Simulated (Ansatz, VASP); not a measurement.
Bi2CS3 in VASP and in Ansatz

```
CELL_PARAMETERS angstrom
4.14162 0.00000 0.00000
0.00000 4.41215 4.03620
0.00000 -4.41215 4.03620
ATOMIC_POSITIONS crystal
Bi 0.00000 0.99817 0.99817
Bi 0.50000 0.43697 0.43697
C 0.00000 0.28911 0.28911
S 0.00000 0.67177 0.67177
S 0.50000 0.85099 0.25299
S 0.50000 0.25299 0.85099
```

Alike in both runs: functional PBE; k mesh 10 × 6 × 6; occupations gaussian, width 0.1 eV; no spin polarisation.

Ansatz relaxed the structure, and its values are those at the end. VASP's run is a single point on that final structure, the one shown.

|  | VASP | Ansatz |
| --- | --- | --- |
| version | VASP 6.6.1 | Ansatz 0.2.0 |
| potentials or method | VASP PAW PBE potentials, release 64 (Bi_d, C, S), cutoff 520 eV | scalar-relativistic, plane waves, PAW |
| valence electrons in the cell | 52 | 52 |

```tsv
	VASP	Ansatz	Ansatz less VASP
gap on the k mesh at the Fermi level (eV)	none	none	-
pressure (GPa)	0.0	0.0	+0.03
rms of the force components (eV/Å)	0.005	0.001	-0.0046
```

A gap of «none» marks a metal or a gap that the smearing closes.

Spin-orbit coupling is off throughout.
